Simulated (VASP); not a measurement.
A run of VASP 6.6.1 is set up as follows.

The input INCAR:

```
PREC = Accurate ; ENCUT = 520
EDIFF = 1E-7 ; ISMEAR = 0
SIGMA = 0.1 ; LREAL = False
LASPH = True ; NELM = 80
ALGO = Normal ; ISIF = 2
LWAVE = False ; LCHARG = False
GGA = PE ; NBANDS = 31
```

KPOINTS

```
regular mesh
0
Gamma
  6 6 2
```

File POSCAR:

```
AlGa2As3
1.0
    4.7185565500      0.0000000000      0.0000000000
   -2.3592782800      4.0863898400      0.0000000000
    0.0000000000      0.0000000000      7.7495722600
Al Ga As
1 2 3
Direct
    0.3333333300      0.6666666700      0.0000000000
    0.6666666700      0.3333333300      0.0000000000
    0.0000000000      0.0000000000      0.0000000000
    0.6666666700      0.3333333300      0.2187006300
    0.6666666700      0.3333333300      0.7812993700
    0.6666666700      0.3333333300      0.5000000000
```

Potentials or basis: VASP PAW PBE potentials, release 64 (Al, Ga_d, As).

Run with:

```sh
$ cat potpaw_PBE.64/Al/POTCAR potpaw_PBE.64/Ga_d/POTCAR potpaw_PBE.64/As/POTCAR > POTCAR
$ mpirun -np 1 vasp_std > vasp.out
```

Problem. Estimate the pressure.

Solution. 41.2 GPa.

Problem. Estimate the band gap on the k mesh.

Solution. Zero (band 22 reaches 3.85 eV, above the bottom of band 23 at 2.69 eV).

Forces on the atoms (eV/Å):
```
Al    0.000   0.000   0.000
Ga    0.000   0.000   0.000
Ga    0.000   0.000   0.000
As    0.000   0.000  25.425
As    0.000   0.000 -25.425
As    0.000   0.000   0.000
```

Caveat: the k points lie up to 0.41 Å⁻¹ apart; forces of over 1 eV/Å act on the atoms, so gaps and moduli don't describe the material at rest.
